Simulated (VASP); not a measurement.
# Pt (P6_3/mmc) in VASP: further runs

Pt is run at these levels: r2SCAN; tasks: single point.

Program: VASP 6.6.1. These are calculated values, not measurements. Logs are shortened: lines on timing, memory, paths and dates and some standing lists are left out, and cuts for length are marked.

### Step 1. The cell of the first run

The structure is hexagonal, space group P6_3/mmc (No. 194). Conventional cell: a = 2.761 Å, b = 2.761 Å, c = 4.984 Å, α = 90.00°, β = 90.00°, γ = 120.00°. Within 3.6 Å of Pt (site symmetry -6m2) lie 12 Pt at 2.76 to 2.96 Å.

This isn't the form of Pt at room conditions, which is fcc.

### Step 2. Single point, r2SCAN (strain +0.000 along x and y, +0.040 along z)

Contents of POSCAR:

```
Pt
1.0
    2.7606656158      0.0000000000      0.0000000000
   -1.3803328079      2.3908065546      0.0000000000
    0.0000000000      0.0000000000      4.9838193600
Pt
2
Direct
    0.6666666667      0.3333333333      0.7500000000
    0.3333333333      0.6666666667      0.2500000000
```

Contents of INCAR.step1:

```
SYSTEM = Pt
  ALGO = Normal
  EDIFF = 1E-5
  ENCUT = 630
  GGA = PE
  GGA_COMPAT = .FALSE.
  ISMEAR = 0
  LASPH = .TRUE.
  LCHARG = .FALSE.
  LREAL = .FALSE.
  LWAVE = .TRUE.
  NBANDS = 25
  NELM = 120
  PREC = Accurate
  SIGMA = 0.15
```

Contents of INCAR.step2:

```
SYSTEM = Pt
  ALGO = Normal
  EDIFF = 1E-6
  ENCUT = 630
  GGA_COMPAT = .FALSE.
  ISIF = 2
  ISMEAR = 0
  ISTART = 1
  LASPH = .TRUE.
  LCHARG = .FALSE.
  LMIXTAU = .TRUE.
  LREAL = .FALSE.
  LWAVE = .FALSE.
  METAGGA = R2SCAN
  NBANDS = 25
  NELM = 120
  PREC = Accurate
  SIGMA = 0.15
```

Contents of KPOINTS:

```
k-points
0
G
  18 18 10
  0 0 0
```

Potentials or basis: VASP PAW PBE potentials, release 64 (Pt_sv_GW).

The run is started by

```bash
$ cat potpaw_PBE.64/Pt_sv_GW/POTCAR > POTCAR
$ cp INCAR.step1 INCAR
$ mpirun -np 1 vasp_std > vasp.out
$ cp INCAR.step2 INCAR
$ mpirun -np 1 vasp_std > vasp.out
```

OUTCAR:

```text
SYSTEM = Pt
   EDIFF = 1E-6
   ENCUT = 630
   ISIF = 2
   ISMEAR = 0
   ISTART = 1
   LASPH = .TRUE.
   LREAL = .FALSE.
   METAGGA = R2SCAN
   NELM = 120
   PREC = Accurate

 ion  position               nearest neighbor table
   1  0.667  0.333  0.750-   2 2.96   2 2.96   2 2.96   2 2.96   2 2.96   2 2.96
   2  0.333  0.667  0.250-   1 2.96   1 2.96   1 2.96   1 2.96   1 2.96   1 2.96

  LATTYP: Found a hexagonal cell.
 ALAT       =     2.7606656158
 C/A-ratio  =     1.8052962776

  Lattice vectors:

 A1 = (   2.7606656158,   0.0000000000,   0.0000000000)
 A2 = (  -1.3803328079,   2.3908065546,   0.0000000000)
 A3 = (   0.0000000000,   0.0000000000,   4.9838193600)

Analysis of symmetry for initial positions (statically):
=====================================================================
 Subroutine PRICEL returns:
 Original cell was already a primitive cell.

 Routine SETGRP: Setting up the symmetry group for a
 hexagonal supercell.

 Subroutine GETGRP returns: Found 24 space group operations
 (whereof 12 operations were pure point group operations)
 out of a pool of 24 trial point group operations.

The static configuration has the point symmetry D_3d.
 The point group associated with its full space group is D_6h.

Analysis of symmetry for dynamics (positions and initial velocities):
=====================================================================
 Subroutine PRICEL returns:
 Original cell was already a primitive cell.

 Routine SETGRP: Setting up the symmetry group for a
 hexagonal supercell.

 Subroutine GETGRP returns: Found 24 space group operations
 (whereof 12 operations were pure point group operations)
 out of a pool of 24 trial point group operations.

The dynamic configuration has the point symmetry D_3d.
 The point group associated with its full space group is D_6h.

 Subroutine INISYM returns: Found 24 space group operations
 (whereof 12 operations are pure point group operations),
 and found     1 'primitive' translations

----------------------------------------------------------------------------------------

                                     Primitive cell

  volume of cell :      32.8943

  direct lattice vectors                    reciprocal lattice vectors
     2.760665616  0.000000000  0.000000000     0.362231483  0.209134444  0.000000000
    -1.380332808  2.390806555  0.000000000     0.000000000  0.418268888  0.000000000
     0.000000000  0.000000000  4.983819360     0.000000000  0.000000000  0.200649327

  length of vectors
     2.760665616  2.760665616  4.983819360     0.418268888  0.418268888  0.200649327

  position of ions in fractional coordinates (direct lattice)
     0.666666667  0.333333333  0.750000000
     0.333333333  0.666666667  0.250000000

  ion indices of the primitive-cell ions
   primitive index   ion index
                 1           1
                 2           2

----------------------------------------------------------------------------------------

 KPOINTS: k-points

Automatic generation of k-mesh.
 Grid dimensions read from file:
 generate k-points for:   18   18   10

 Generating k-lattice:

  Cartesian coordinates                     Fractional coordinates (reciprocal lattice)
     0.020123971  0.011618580  0.000000000     0.055555556 -0.000000000  0.000000000
     0.000000000  0.023237160  0.000000000     0.000000000  0.055555556  0.000000000
     0.000000000  0.000000000  0.020064933     0.000000000  0.000000000  0.100000000

  Length of vectors
     0.023237160  0.023237160  0.020064933

  Shift w.r.t. Gamma in fractional coordinates (k-lattice)
     0.000000000  0.000000000  0.000000000

 Subroutine IBZKPT returns following result:
 ===========================================

 Found    222 irreducible k-points:

 Following reciprocal coordinates:
            Coordinates               Weight
  0.000000  0.000000  0.000000      1.000000
  0.055556 -0.000000  0.000000      6.000000
  0.111111 -0.000000  0.000000      6.000000
  0.166667 -0.000000  0.000000      6.000000
  0.222222 -0.000000  0.000000      6.000000
  0.277778 -0.000000  0.000000      6.000000
[... 16 lines left out ...]
  0.333333  0.111111  0.000000     12.000000
  0.388889  0.111111  0.000000     12.000000
 [... further k-points ...]
   k-points           NKPTS =    222   k-points in BZ     NKDIM =    222   number of bands    NBANDS=     25
   number of dos      NEDOS =    301   number of ions     NIONS =      2
   total plane-waves  NPLWV =  24192
   dimension x,y,z NGX =    24 NGY =   24 NGZ =   42
   dimension x,y,z NGXF=    48 NGYF=   48 NGZF=   84
   ions per type =               2
   NGX,Y,Z   is equivalent  to a cutoff of  14.45, 14.45, 14.01 a.u.
   NGXF,Y,Z  is equivalent  to a cutoff of  28.91, 28.91, 28.02 a.u.
 SYSTEM =  Pt
   PREC   = accura    normal or accurate (medium, high low for compatibility)
   ISTART =      1    job   : 0-new  1-cont  2-samecut
   ICHARG =      0    charge: 1-file 2-atom 10-const
   ISPIN  =      1    spin polarized calculation?
   LNONCOLLINEAR =      F non collinear calculations
   LSORBIT =      F    spin-orbit coupling
   LASPH  =      T    aspherical Exc in radial PAW
   ENCUT  =  630.0 eV  46.30 Ry    6.80 a.u.   5.65  5.65 10.20*2*pi/ulx,y,z
   NELM   =    120;   NELMIN=  2; NELMDL=  0     # of ELM steps
   EDIFF  = 0.1E-05   stopping-criterion for ELM
   LREAL  =      F    real-space projection
   EDIFFG = 0.1E-04   stopping-criterion for IOM
   NSW    =      0    number of steps for IOM
   IBRION =     -1    ionic relax: 0-MD 1-quasi-New 2-CG
   NFREE  =      0    steps in history (QN), initial steepest desc. (CG)
   ISIF   =      2    stress and relaxation
   ISYM   =      2    0-nonsym 1-usesym 2-fastsym
   POTIM  = 0.5000    time-step for ionic-motion
   TEBEG  =    0.0;   TEEND  =   0.0 temperature during run
   PSTRESS=    0.0 pullay stress
   NELECT =      36.0000    total number of electrons
   NUPDOWN=      -1.0000    fix difference up-down
   EMIN   =  10.00;   EMAX   =-10.00  energy-range for DOS
   EFERMI =   0.00;   METHOD = LEGACY
   ISMEAR =     0;   SIGMA  =   0.15  broadening in eV -4-tet -1-fermi 0-gaus
   EFERMI_NEDOS =   21; number of points for ismear=-14 and -15
   IALGO  =     38    algorithm
   IMIX   =      4    mixing-type and parameters
     AMIX     =   0.40;   BMIX     =  1.00
     AMIX_MAG =   1.60;   BMIX_MAG =  1.00
  volume/ion in A,a.u.               =      16.45       110.99
  Fermi-wavevector in a.u.,A,eV,Ry     =   1.687079  3.188118 38.725397  2.846236
  Thomas-Fermi vector in A             =   2.769629
   LORBIT       =      0    0 simple, 1 ext, 2 COOP (PROOUT), +10 PAW based schemes
   METAGGA = R2SCAN    functional components
   LHFCALC =     F    Hartree Fock is set to
   AEXX    =    0.0000 exact exchange contribution
   IVDW    =     0    specifies the selected vdW correction
   LEPSILON=     F    determine dielectric tensor
   LRPA    =     F    only Hartree local field effects (RPA)
 non-spin polarized calculation
 Gauss-broadening in eV      SIGMA  =   0.15
  energy-cutoff  :      630.00
  volume of cell :       32.89
 maximum number of plane-waves:      1220
 NGX is ok and might be reduce to    24
   NGX = 11   NGY = 11   NGZ = 21

 number of electron      36.0000000 magnetization

 Free energy of the ion-electron system (eV)
  ---------------------------------------------------
  ext. energy  EPLUGINS =         0.00000000
  ---------------------------------------------------
  free energy    TOTEN  =      -102.62437506 eV

  energy without entropy =     -102.58998197  energy(sigma->0) =     -102.60717852

 E-fermi :   8.9138     XC(G=0): -14.5937

 val. band max:        8.9114426547   @ k =   0.4444   0.1111   0.0000
 cond. band min:       8.9144042847   @ k =   0.3889  -0.0000   0.4000
 fundamental gap:      0.0029616299
 Fermi energy:         8.9137724209

 k-point     1 :       0.0000    0.0000    0.0000
  band No.  band energies     occupation
      1     -91.4064      2.00000
      2     -91.3932      2.00000
      3     -44.9859      2.00000
      4     -44.8697      2.00000
      5     -44.8697      2.00000
      6     -44.8412      2.00000
[... 17 lines left out ...]
     24      26.9639      0.00000
     25      31.1005      0.00000

 k-point     2 :       0.0556   -0.0000    0.0000
  band No.  band energies     occupation
      1     -91.4055      2.00000
      2     -91.3926      2.00000
      3     -44.9826      2.00000
      4     -44.8821      2.00000
      5     -44.8731      2.00000
      6     -44.8537      2.00000
[... 17 lines left out ...]
     24      27.1170      0.00000
     25      30.3400      0.00000

 k-point     3 :       0.1111   -0.0000    0.0000
  band No.  band energies     occupation
      1     -91.4031      2.00000
      2     -91.3905      2.00000
      3     -44.9730      2.00000
      4     -44.9173      2.00000
      5     -44.8896      2.00000
      6     -44.8829      2.00000
[... 17 lines left out ...]
     24      27.3308      0.00000
     25      29.2879      0.00000

 k-point     4 :       0.1667   -0.0000    0.0000
  band No.  band energies     occupation
      1     -91.3994      2.00000
      2     -91.3873      2.00000
      3     -44.9715      2.00000
      4     -44.9577      2.00000
      5     -44.9441      2.00000
      6     -44.8976      2.00000
[... 17 lines left out ...]
     24      27.5101      0.00000
     25      27.9236      0.00000

 k-point     5 :       0.2222   -0.0000    0.0000
  band No.  band energies     occupation
      1     -91.3944      2.00000
      2     -91.3836      2.00000
      3     -45.0376      2.00000
      4     -45.0101      2.00000
      5     -44.9380      2.00000
      6     -44.9156      2.00000
[... 17 lines left out ...]
     24      26.5365      0.00000
     25      27.8937      0.00000

 k-point     6 :       0.2778   -0.0000    0.0000
  band No.  band energies     occupation
      1     -91.3891      2.00000
      2     -91.3795      2.00000
      3     -45.1078      2.00000
      4     -45.0797      2.00000
      5     -44.9345      2.00000
      6     -44.9154      2.00000
[... 17 lines left out ...]
     24      25.3523      0.00000
     25      27.3292      0.00000
[... 393 lines left out ...]
 k-point    21 :       0.2222    0.1111    0.0000
  band No.  band energies     occupation
      1     -91.3873      2.00000
      2     -91.3782      2.00000
      3     -45.1111      2.00000
      4     -45.0929      2.00000
      5     -44.9499      2.00000
      6     -44.9161      2.00000
[... 17 lines left out ...]
     24      25.6574      0.00000
     25      27.4982      0.00000

 k-point    22 :       0.2778    0.1111    0.0000
  band No.  band energies     occupation
      1     -91.3823      2.00000
      2     -91.3748      2.00000
      3     -45.1696      2.00000
      4     -45.1464      2.00000
      5     -44.9727      2.00000
      6     -44.9345      2.00000
[... 17 lines left out ...]
     24      24.7583      0.00000
     25      25.2255      0.00000

 k-point    23 :       0.3333    0.1111    0.0000
  band No.  band energies     occupation
      1     -91.3780      2.00000
      2     -91.3723      2.00000
      3     -45.2172      2.00000
      4     -45.1896      2.00000
      5     -44.9912      2.00000
      6     -44.9494      2.00000
[... 17 lines left out ...]
     24      23.1595      0.00000
     25      23.9149      0.00000

 k-point    24 :       0.3889    0.1111    0.0000
  band No.  band energies     occupation
      1     -91.3752      2.00000
      2     -91.3707      2.00000
      3     -45.2482      2.00000
      4     -45.2177      2.00000
      5     -45.0033      2.00000
      6     -44.9591      2.00000
[... 17 lines left out ...]
     24      21.7435      0.00000
     25      23.2068      0.00000

 [... further k-points ...]

------------------------ aborting loop because EDIFF is reached ----------------------------------------

  FORCE on cell =-STRESS in cart. coord.  units (eV):
  Direction    XX          YY          ZZ          XY          YZ          ZX
  --------------------------------------------------------------------------------------
  -------------------------------------------------------------------------------------
  Total       -2.6383775     -2.6383775     -3.2844168      0.0000000      0.0000000      0.0000000
  in kB     -128.5070594   -128.5070594   -159.9735957      0.0000000      0.0000000      0.0000000
  external PRESSURE =    -138.9959049 kB  Pullay stress =       0.0000000 kB

 VOLUME and BASIS-vectors are now :
 -----------------------------------------------------------------------------
  energy-cutoff  :      630.00
  volume of cell :       32.89
      direct lattice vectors                 reciprocal lattice vectors
     2.760665616  0.000000000  0.000000000     0.362231483  0.209134444  0.000000000
    -1.380332808  2.390806555  0.000000000     0.000000000  0.418268888  0.000000000
     0.000000000  0.000000000  4.983819360     0.000000000  0.000000000  0.200649327

 POSITION                                       TOTAL-FORCE (eV/Angst)
 -----------------------------------------------------------------------------------
      1.38033      0.79694      3.73786        -0.000000      0.000000      0.000000
     -0.00000      1.59387      1.24595         0.000000     -0.000000      0.000000
 -----------------------------------------------------------------------------------
    total drift:                               -0.000000      0.000000     -0.000000

  FREE ENERGIE OF THE ION-ELECTRON SYSTEM (eV)
  ---------------------------------------------------
  free  energy   TOTEN  =      -102.6243750609 eV

  energy  without entropy=     -102.5899819714  energy(sigma->0) =     -102.60717852
```

It took 6.3 min on 1 thread of Intel Xeon Platinum 8488C (Sapphire Rapids), shared host; peak memory 0.34 GiB.

What came out:

* Free energy: -102.6244 eV
* Pressure: -13.9 GPa
* Band gap on the k mesh: zero (bands 18 and 19 overlap by 1.37 eV)

Caveat: the cell differs from its parent crystal (strain +0.000 along x and y, +0.040 along z); the cell stands under tension; the PAW data sets were made with another functional, which shifts forces and pressure a little; spin-orbit coupling is left out, which moves the levels of the heavy elements.

### Step 3. Single point, r2SCAN (strain -0.080 along x and y, -0.080 along z)

Contents of POSCAR:

```
Pt
1.0
    2.5398123665      0.0000000000      0.0000000000
   -1.2699061833      2.1995420302      0.0000000000
    0.0000000000      0.0000000000      4.4087632800
Pt
2
Direct
    0.6666666667      0.3333333333      0.7500000000
    0.3333333333      0.6666666667      0.2500000000
```

INCAR.step1 is that of step 2.

INCAR.step2 is that of step 2.

KPOINTS is that of step 2.

Potentials or basis: VASP PAW PBE potentials, release 64 (Pt_sv_GW).

The run is started by

```bash
$ cat potpaw_PBE.64/Pt_sv_GW/POTCAR > POTCAR
$ cp INCAR.step1 INCAR
$ mpirun -np 1 vasp_std > vasp.out
$ cp INCAR.step2 INCAR
$ mpirun -np 1 vasp_std > vasp.out
```

Run time: 5.5 min. Hardware: 1 thread of AMD EPYC 9R45 (Zen 5), shared host; peak memory 0.26 GiB.

The run converged. Its results:

```
Free energy            : -101.0686 eV
Pressure               : 107.5 GPa
Band gap on the k mesh : zero (bands 18 and 19 overlap by 2.13 eV)
```

Stress tensor (GPa, compression positive):
```
112.10   0.00   0.00
  0.00 112.10   0.00
  0.00   0.00  98.19
```

Levels at points of the mesh, in eV from the Fermi level:
```tsv
k point	band 16	band 17	band 18	band 19	band 20	band 21
(0.00, 0.00, 0.00)	-2.85	-2.85	-1.65	-0.40	-0.40	6.95
(0.50, 0.00, 0.00)	0.01	0.55	0.88	3.12	5.06	9.33
(0.00, 0.00, 0.50)	-5.24	-1.25	-1.25	-1.25	-1.25	13.99
(0.50, 0.00, 0.50)	-1.49	0.73	0.73	1.95	1.95	9.09
```

Caveat: the cell differs from its parent crystal (strain -0.080 along x and y, -0.080 along z); the stress differs along the axes, from 98 to 112 GPa; the PAW data sets were made with another functional, which shifts forces and pressure a little; spin-orbit coupling is left out, which moves the levels of the heavy elements.
